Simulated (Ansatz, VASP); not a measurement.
SnO: VASP beside Ansatz

The input POSCAR:

```
SnO
1.0
    3.8136952200      0.0000000000      0.0000000000
    0.0000000000      3.8136952200      0.0000000000
    0.0000000000      0.0000000000      4.8869133000
Sn O
2 2
Direct
    0.5000000000      0.0000000000      0.7646261400
    0.0000000000      0.5000000000      0.2353738600
    0.0000000000      0.0000000000      0.0000000000
    0.5000000000      0.5000000000      0.0000000000
```

File INCAR.step1:

```
SYSTEM = SnO
  PREC = Accurate
  ENCUT = 520
  EDIFF = 1E-5
  ISMEAR = -1
  SIGMA = 0.05
  LREAL = .False.
  LASPH = .True.
  NELM = 100
  ALGO = Normal
  ISIF = 2
  LWAVE = .True.
  LCHARG = .False.
  GGA = PE
  NBANDS = 28
```

Contents of INCAR.step2:

```
SYSTEM = SnO
  PREC = Accurate
  ENCUT = 520
  EDIFF = 1E-6
  ISMEAR = -1
  SIGMA = 0.05
  LREAL = .False.
  LASPH = .True.
  NELM = 100
  ALGO = Normal
  ISIF = 2
  LWAVE = .False.
  LCHARG = .False.
  GGA = B3
  LHFCALC = .True.
  AEXX = 0.2
  AGGAX = 0.72
  AGGAC = 0.81
  ALDAC = 0.19
  PRECFOCK = Normal
  ISTART = 1
  NBANDS = 28
```

Contents of KPOINTS:

```
Automatic mesh
0
Gamma
  4 4 3
  0 0 0
```

The input input.yaml:

```yaml
crystal:
  lattice:
    - [3.81369522, 0.0, 0.0]
    - [0.0, 3.81369522, 0.0]
    - [0.0, 0.0, 4.8869133]
  atoms:
    - { symbol: Sn, position: [0.5, 0.0, 0.76462614] }
    - { symbol: Sn, position: [0.0, 0.5, 0.23537386] }
    - { symbol: O, position: [0.0, 0.0, 0.0] }
    - { symbol: O, position: [0.5, 0.5, 0.0] }
hamiltonian:
  xc: b3lyp
  pseudopotentials: { kind: paw }
kpoints:
  mp_grid: { grid: [4, 4, 3] }
  band_path:
    path:
      - [[0.0, 0.0, 0.0], [0.0, 0.5, 0.0], [0.5, 0.5, 0.0], [0.0, 0.0, 0.0], [0.0, 0.0, 0.5], [0.0, 0.5, 0.5], [0.5, 0.5, 0.5], [0.0, 0.0, 0.5]]
      - [[0.0, 0.5, 0.0], [0.0, 0.5, 0.5]]
      - [[0.5, 0.5, 0.0], [0.5, 0.5, 0.5]]
    npoints: 4
scf:
  occupations: { method: fermi_dirac, width: 0.05 }
  n_extra_bands: 10
output:
  forces: true
  stress: true
  eigenvalues: true
  fatbands: false
  write_density: true
  write_potential: true
  elf: true
  volumetric_format: npy
```

Alike in both runs: functional B3LYP; k mesh 4 × 4 × 3; occupations fermi-dirac, width 0.05 eV; no spin polarisation.

|  | VASP | Ansatz |
| --- | --- | --- |
| version | VASP 6.6.1 | Ansatz 0.2.0 |
| potentials or method | VASP PAW PBE potentials, release 64 (Sn_d, O) | Ansatz PAW |
| plane-wave cutoff (eV) | 520 | 420 |
| valence electrons in the cell | 40 | 40 |
| task | single point | band structure |

Ansatz gave:

- gap on the k mesh at the Fermi level (eV): 1.21
- least direct gap on the mesh (eV): 3.33
- pressure (GPa): 3.8
- traceless stress, the component that is largest in VASP (GPa): -0.26
- rms of the force components (eV/Å): 0.016

Which values does VASP return?

gap on the k mesh at the Fermi level (eV): 1.24; least direct gap on the mesh (eV): 3.31; pressure (GPa): 4.1; traceless stress, the component that is largest in VASP (GPa): -0.20; rms of the force components (eV/Å): 0.037.

VASP's potentials were made for PBE, not for B3LYP. Atom by atom the forces differ by 0.053 eV/Å (rms over components). With one functional, cell and mesh, what is left measures potentials, basis and numerics.

The k mesh is coarse, so the values compare programs but aren't converged.
